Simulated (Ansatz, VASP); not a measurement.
# Zn2S3: VASP beside Ansatz

File POSCAR:

```
Zn2S3
1.0
    4.0461712550      0.0000000000      0.0000000000
   -2.0230856275      3.5040870949      0.0000000000
    0.0000000000      0.0000000000      6.2951852266
Zn S
2 3
Direct
    0.3333333333      0.6666666667      0.2450000000
    0.6666666667      0.3333333333      0.7550000000
    0.0000000000      0.0000000000      0.0000000000
    0.3333333333      0.6666666667      0.6450000000
    0.6666666667      0.3333333333      0.3550000000
```

File INCAR.step1:

```
SYSTEM = Zn2S3
PREC = Accurate
ENCUT = 600
ISMEAR = 0
SIGMA = 0.1
LREAL = .FALSE.
LASPH = .TRUE.
NELM = 80
GGA = PE
ALGO = Normal
EDIFF = 1E-4
LWAVE = .TRUE.
LCHARG = .FALSE.
```

INCAR.step2

```
SYSTEM = Zn2S3
PREC = Accurate
ENCUT = 600
EDIFF = 1E-6
ISMEAR = 0
SIGMA = 0.1
LREAL = .FALSE.
LASPH = .TRUE.
NELM = 80
ALGO = Normal
ISIF = 3
LWAVE = .FALSE.
LCHARG = .FALSE.
METAGGA = R2SCAN
LMIXTAU = .TRUE.
IBRION = 2
NSW = 90
EDIFFG = -0.04
ISTART = 1
```

The input KPOINTS:

```
regular mesh
0
G
  6 6 4
  0 0 0
```

Input for Ansatz:

```yaml
crystal:
  lattice:
    - [4.046171255, 0.0, 0.0]
    - [-2.0230856275, 3.5040870949, 0.0]
    - [0.0, 0.0, 6.2951852266]
  atoms:
    - { symbol: Zn, position: [0.3333333333, 0.6666666667, 0.245] }
    - { symbol: Zn, position: [0.6666666667, 0.3333333333, 0.755] }
    - { symbol: S, position: [0.0, 0.0, 0.0] }
    - { symbol: S, position: [0.3333333333, 0.6666666667, 0.645] }
    - { symbol: S, position: [0.6666666667, 0.3333333333, 0.355] }
basis:
  ecutwfc: 500
kpoints:
  mp_grid: { grid: [6, 6, 4] }
hamiltonian:
  xc: r2scan
scf:
  occupations: { method: gaussian, width: 0.1 }
  lower_state_search: "off"
output:
  forces: true
  stress: true
  eigenvalues: true
relax:
  adjacent_minimum: "off"
  f_tol: 0.04
  max_steps: 70
  cell: { stress_tol: 0.4 }
```

Alike in both runs: task relaxation of cell and atoms; functional r2SCAN; k mesh 6 × 6 × 4; occupations gaussian, width 0.1 eV; no spin polarisation.

```csv
,VASP,Ansatz
version,VASP 6.6.1,Ansatz 0.2.0
potentials or method,"VASP PAW PBE potentials, release 64 (Zn, S), cutoff 600 eV","scalar-relativistic, plane waves, PAW"
valence electrons in the cell,42,42
```

|  | VASP | Ansatz | Ansatz less VASP |
| --- | --- | --- | --- |
| gap on the k mesh at the Fermi level, each at its own relaxed structure (eV) | none | none | - |
| relaxed volume (Å³/atom) | 17.39 | 17.39 | +0.004 |
| relaxed cell length with the largest relative difference (Å) | 7.933 | 7.912 | -0.0215 |

VASP's potentials were made for PBE, not for r2SCAN. A gap of «none» marks a metal or a gap that the smearing closes.
